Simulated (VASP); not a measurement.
# GeMo (rocksalt type) (Fm-3m) in VASP: a series of runs

Runs on GeMo (rocksalt type). Level: PBE. Tasks: relaxation of cell and atoms.

Program: VASP 6.6.1. These are calculated values, not measurements. Logs are shortened: lines on timing, memory, paths and dates and some standing lists are left out, and cuts for length are marked.

## Step 1: The cell of the first run

It takes space group Fm-3m (No. 225, cubic). The conventional cell has a = 4.978 Å, b = 4.978 Å, c = 4.978 Å, α = 90.00°, β = 90.00°, γ = 90.00°. Mo (site symmetry m-3m) has 6 Ge at 2.49 Å within 3.3 Å. Ge (site symmetry m-3m) has 6 Mo at 2.49 Å within 3.3 Å.

## Step 2: Relaxation of cell and atoms, PBE, target pressure 19 GPa, at which the enthalpy is minimised

INCAR

```
SYSTEM = GeMo
ALGO     = Normal         ! electronic algorithm
EDIFF    = 1E-7           ! SCF threshold, eV
EDIFFG   = -0.005         ! ionic threshold
ENCUT    = 600            ! plane-wave cutoff, eV
GGA      = PE             ! functional
IBRION   = 2              ! ionic algorithm
ISIF     = 3              ! what is computed and relaxed
ISMEAR   = -1             ! smearing method
LASPH    = .TRUE.         ! aspherical terms in the spheres
LCHARG   = .FALSE.        ! write CHGCAR
LREAL    = .FALSE.        ! projectors in reciprocal space
LWAVE    = .FALSE.        ! write WAVECAR
NELM     = 100            ! most SCF steps
NSW      = 32             ! ionic steps
PREC     = Accurate       ! precision mode
PSTRESS  = 190.0        
SIGMA    = 0.08           ! smearing width, eV
```

KPOINTS

```
k-points
0
G
  13 13 13
  0 0 0
```

POSCAR

```
GeMo
1.0
    0.0000000000      2.4887671301      2.4887671301
    2.4887671301      0.0000000000      2.4887671301
    2.4887671301      2.4887671301      0.0000000000
Mo Ge
1 1
Direct
    0.0000000000      0.0000000000      0.0000000000
    0.5000000000      0.5000000000      0.5000000000
```

Potentials or basis: VASP PAW PBE potentials, release 64 (Mo_sv, Ge_d).

Started as:

```bash
$ cat potpaw_PBE.64/Mo_sv/POTCAR potpaw_PBE.64/Ge_d/POTCAR > POTCAR
$ mpirun -np 1 vasp_std > vasp.out
```

OUTCAR:

```text
SYSTEM = GeMo
   EDIFF = 1E-7
   EDIFFG = -0.005
   ENCUT = 600
   GGA = PE
   IBRION = 2
   ISIF = 3
   ISMEAR = -1
   LASPH = .TRUE.
   LREAL = .FALSE.
   NELM = 100
   NSW = 32
   PREC = Accurate
   PSTRESS = 190.0

 ion  position               nearest neighbor table
   1  0.000  0.000  0.000-   2 2.49   2 2.49   2 2.49   2 2.49   2 2.49   2 2.49
   2  0.500  0.500  0.500-   1 2.49   1 2.49   1 2.49   1 2.49   1 2.49   1 2.49

  LATTYP: Found a face centered cubic cell.
 ALAT       =     4.9775342602

  Lattice vectors:

 A1 = (   0.0000000000,   2.4887671301,   2.4887671301)
 A2 = (   2.4887671301,   0.0000000000,   2.4887671301)
 A3 = (   2.4887671301,   2.4887671301,   0.0000000000)

Analysis of symmetry for initial positions (statically):
=====================================================================
 Subroutine PRICEL returns:
 Original cell was already a primitive cell.

 Routine SETGRP: Setting up the symmetry group for a
 face centered cubic supercell.

 Subroutine GETGRP returns: Found 48 space group operations
 (whereof 48 operations were pure point group operations)
 out of a pool of 48 trial point group operations.

The static configuration has the point symmetry O_h .

Analysis of symmetry for dynamics (positions and initial velocities):
=====================================================================
 Subroutine PRICEL returns:
 Original cell was already a primitive cell.

 Routine SETGRP: Setting up the symmetry group for a
 face centered cubic supercell.

 Subroutine GETGRP returns: Found 48 space group operations
 (whereof 48 operations were pure point group operations)
 out of a pool of 48 trial point group operations.

The dynamic configuration has the point symmetry O_h .

 Subroutine INISYM returns: Found 48 space group operations
 (whereof 48 operations are pure point group operations),
 and found     1 'primitive' translations

----------------------------------------------------------------------------------------

                                     Primitive cell

  volume of cell :      30.8307

  direct lattice vectors                    reciprocal lattice vectors
     0.000000000  2.488767130  2.488767130    -0.200902685  0.200902685  0.200902685
     2.488767130  0.000000000  2.488767130     0.200902685 -0.200902685  0.200902685
     2.488767130  2.488767130  0.000000000     0.200902685  0.200902685 -0.200902685

  length of vectors
     3.519648229  3.519648229  3.519648229     0.347973659  0.347973659  0.347973659

  position of ions in fractional coordinates (direct lattice)
     0.000000000  0.000000000  0.000000000
     0.500000000  0.500000000  0.500000000

  ion indices of the primitive-cell ions
   primitive index   ion index
                 1           1
                 2           2

----------------------------------------------------------------------------------------

 KPOINTS: k-points

Automatic generation of k-mesh.
 Grid dimensions read from file:
 generate k-points for:   13   13   13

 Generating k-lattice:

  Cartesian coordinates                     Fractional coordinates (reciprocal lattice)
    -0.015454053  0.015454053  0.015454053     0.076923077  0.000000000  0.000000000
     0.015454053 -0.015454053  0.015454053     0.000000000  0.076923077  0.000000000
     0.015454053  0.015454053 -0.015454053     0.000000000  0.000000000  0.076923077

  Length of vectors
     0.026767205  0.026767205  0.026767205

  Shift w.r.t. Gamma in fractional coordinates (k-lattice)
     0.000000000  0.000000000  0.000000000

 Subroutine IBZKPT returns following result:
 ===========================================

 Found     84 irreducible k-points:

 Following reciprocal coordinates:
            Coordinates               Weight
  0.000000  0.000000  0.000000      1.000000
  0.076923  0.000000  0.000000      8.000000
  0.153846  0.000000  0.000000      8.000000
  0.230769  0.000000  0.000000      8.000000
  0.307692  0.000000  0.000000      8.000000
  0.384615  0.000000  0.000000      8.000000
[... 16 lines left out ...]
  0.384615  0.153846  0.000000     24.000000
  0.461538  0.153846  0.000000     24.000000
 [... further k-points ...]
   k-points           NKPTS =     84   k-points in BZ     NKDIM =     84   number of bands    NBANDS=     18
   number of dos      NEDOS =    301   number of ions     NIONS =      2
   total plane-waves  NPLWV =  21952
   dimension x,y,z NGX =    28 NGY =   28 NGZ =   28
   dimension x,y,z NGXF=    56 NGYF=   56 NGZF=   56
   ions per type =               1   1
   NGX,Y,Z   is equivalent  to a cutoff of  13.23, 13.23, 13.23 a.u.
   NGXF,Y,Z  is equivalent  to a cutoff of  26.45, 26.45, 26.45 a.u.
 SYSTEM =  GeMo
   PREC   = accura    normal or accurate (medium, high low for compatibility)
   ISTART =      0    job   : 0-new  1-cont  2-samecut
   ICHARG =      2    charge: 1-file 2-atom 10-const
   ISPIN  =      1    spin polarized calculation?
   LNONCOLLINEAR =      F non collinear calculations
   LSORBIT =      F    spin-orbit coupling
   LASPH  =      T    aspherical Exc in radial PAW
   ENCUT  =  600.0 eV  44.10 Ry    6.64 a.u.   7.03  7.03  7.03*2*pi/ulx,y,z
   NELM   =    100;   NELMIN=  2; NELMDL= -5     # of ELM steps
   EDIFF  = 0.1E-06   stopping-criterion for ELM
   LREAL  =      F    real-space projection
   EDIFFG = -.5E-02   stopping-criterion for IOM
   NSW    =     32    number of steps for IOM
   IBRION =      2    ionic relax: 0-MD 1-quasi-New 2-CG
   NFREE  =      1    steps in history (QN), initial steepest desc. (CG)
   ISIF   =      3    stress and relaxation
   ISYM   =      2    0-nonsym 1-usesym 2-fastsym
   POTIM  = 0.5000    time-step for ionic-motion
   TEBEG  =    0.0;   TEEND  =   0.0 temperature during run
   PSTRESS=  190.0 pullay stress
   NELECT =      28.0000    total number of electrons
   NUPDOWN=      -1.0000    fix difference up-down
   EMIN   =  10.00;   EMAX   =-10.00  energy-range for DOS
   EFERMI =   0.00;   METHOD = LEGACY
   ISMEAR =    -1;   SIGMA  =   0.08  broadening in eV -4-tet -1-fermi 0-gaus
   EFERMI_NEDOS =   21; number of points for ismear=-14 and -15
   IALGO  =     38    algorithm
   IMIX   =      4    mixing-type and parameters
     AMIX     =   0.40;   BMIX     =  1.00
     AMIX_MAG =   1.60;   BMIX_MAG =  1.00
  volume/ion in A,a.u.               =      15.42       104.03
  Fermi-wavevector in a.u.,A,eV,Ry     =   1.585380  2.995933 34.197268  2.513428
  Thomas-Fermi vector in A             =   2.684853
   LORBIT       =      0    0 simple, 1 ext, 2 COOP (PROOUT), +10 PAW based schemes
   GGA     = PE    functional components
   LHFCALC =     F    Hartree Fock is set to
   AEXX    =    0.0000 exact exchange contribution
   IVDW    =     0    specifies the selected vdW correction
   LEPSILON=     F    determine dielectric tensor
   LRPA    =     F    only Hartree local field effects (RPA)
 conjugate gradient relaxation of ions
 non-spin polarized calculation
  energy-cutoff  :      600.00
  volume of cell :       30.83
 maximum number of plane-waves:      1040
   NGX = 13   NGY = 13   NGZ = 13

--------------------------------------- Ionic step        1  -------------------------------------------

 number of electron      28.0000014 magnetization

 Free energy of the ion-electron system (eV)
  ---------------------------------------------------
  ext. energy  EPLUGINS =         0.00000000
  ---------------------------------------------------
  free energy    TOTEN  =       -14.38860609 eV

  energy without entropy =      -14.33843299  energy(sigma->0) =      -14.36351954

------------------------ aborting loop because EDIFF is reached ----------------------------------------

  FORCE on cell =-STRESS in cart. coord.  units (eV):
  Direction    XX          YY          ZZ          XY          YZ          ZX
  --------------------------------------------------------------------------------------
  -------------------------------------------------------------------------------------
  Total        3.7345900      3.7345900      3.7345900      0.0000000      0.0000000      0.0000000
  in kB      194.0755076    194.0755076    194.0755076      0.0000000      0.0000000      0.0000000
  external PRESSURE =       4.0755076 kB  Pullay stress =     190.0000000 kB
[... 61 lines left out ...]
  enthalpy is  TOTEN    =       -10.7321737747 eV   P V=        3.6769536340

--------------------------------------- Ionic step        3  -------------------------------------------

 number of electron      28.0000014 magnetization

 Free energy of the ion-electron system (eV)
  ---------------------------------------------------
  ext. energy  EPLUGINS =         0.00000000
  ---------------------------------------------------
  free energy    TOTEN  =       -14.39523139 eV

  energy without entropy =      -14.34496794  energy(sigma->0) =      -14.37009967

 E-fermi :  10.8560     XC(G=0): -12.7978

 val. band max:       10.8470509534   @ k =   0.3846   0.1538   0.0769
 cond. band min:      10.8592113426   @ k =  -0.3846   0.3077   0.0769
 fundamental gap:      0.0121603891
 Fermi energy:        10.8560294165

 k-point     1 :       0.0000    0.0000    0.0000
  band No.  band energies     occupation
      1     -50.2806      2.00000
      2     -24.3806      2.00000
      3     -24.3806      2.00000
      4     -24.3806      2.00000
      5     -13.7698      2.00000
      6     -13.7698      2.00000
[... 10 lines left out ...]
     17      13.7583      0.00000
     18      13.7583      0.00000
[... 466 lines left out ...]
      2     -24.5498      2.00000
      3     -24.4359      2.00000
      4     -24.4250      2.00000
      5     -13.7222      2.00000
      6     -13.7153      2.00000
[... 10 lines left out ...]
     17      16.4889      0.00000
     18      16.5389      0.00000

 [... further k-points ...]

------------------------ aborting loop because EDIFF is reached ----------------------------------------

  FORCE on cell =-STRESS in cart. coord.  units (eV):
  Direction    XX          YY          ZZ          XY          YZ          ZX
  --------------------------------------------------------------------------------------
  -------------------------------------------------------------------------------------
  Total        3.6665003      3.6665003      3.6665003     -0.0000000     -0.0000000      0.0000000
  in kB      190.1963259    190.1963259    190.1963259     -0.0000000     -0.0000000      0.0000000
  external PRESSURE =       0.1963259 kB  Pullay stress =     190.0000000 kB
[... 17 lines left out ...]
  FREE ENERGIE OF THE ION-ELECTRON SYSTEM (eV)
  ---------------------------------------------------
  free  energy   TOTEN  =       -14.3952313897 eV

  energy  without entropy=      -14.3449679443  energy(sigma->0) =      -14.37009967

  enthalpy is  TOTEN    =       -10.7325157414 eV   P V=        3.6627156483

 reached required accuracy - stopping structural energy minimisation
```

Wall time 93 s (1 thread of AMD EPYC 7R13 (Zen 3), shared host); peak memory 0.18 GiB.

Results:

```yaml
Free_energy: -14.3952 eV
Relaxed_volume: 15.44 Å³/atom
Relaxed_cell: a = 3.522 Å, b = 3.522 Å, c = 3.522 Å, α = 60.00°, β = 60.00°, γ = 60.00°
Space_group_after_relaxing_to_0.1_Å: Fm-3m (No. 225)
Energy_change_on_relaxing_the_run_minimises_the_enthalpy: -3.3 meV/atom
Ionic_steps: 3
Pressure_after_relaxing: 19.0 GPa
Band_gap_on_the_k_mesh: zero (bands 14 and 15 overlap by 1.92 eV)
```

The path:
```tsv
step	energy change (eV)	largest force (eV/Å)	pressure (GPa)	volume (Å³)
1	0.0000	0.0000	19.41	30.83
2	-0.0205	0.0000	18.10	31.01
3	-0.0066	0.0000	19.02	30.89
```

Final structure:
```yaml
crystal:
  lattice:
    - [0.00000, 2.49025, 2.49025]
    - [2.49025, 0.00000, 2.49025]
    - [2.49025, 2.49025, 0.00000]
  atoms:
    - { symbol: Mo, position: [0.00000, 0.00000, 0.00000] }
    - { symbol: Ge, position: [0.50000, 0.50000, 0.50000] }
```

Levels at points of the mesh, in eV from the Fermi level:
```tsv
k point	band 12	band 13	band 14	band 15	band 16	band 17
(0.00, 0.00, 0.00)	-1.81	-1.81	-1.06	-1.06	2.90	2.90
```

Caveat: the cell is relaxed towards a set pressure, so the run minimises the enthalpy, not the energy.

[end of part 1 of 2]
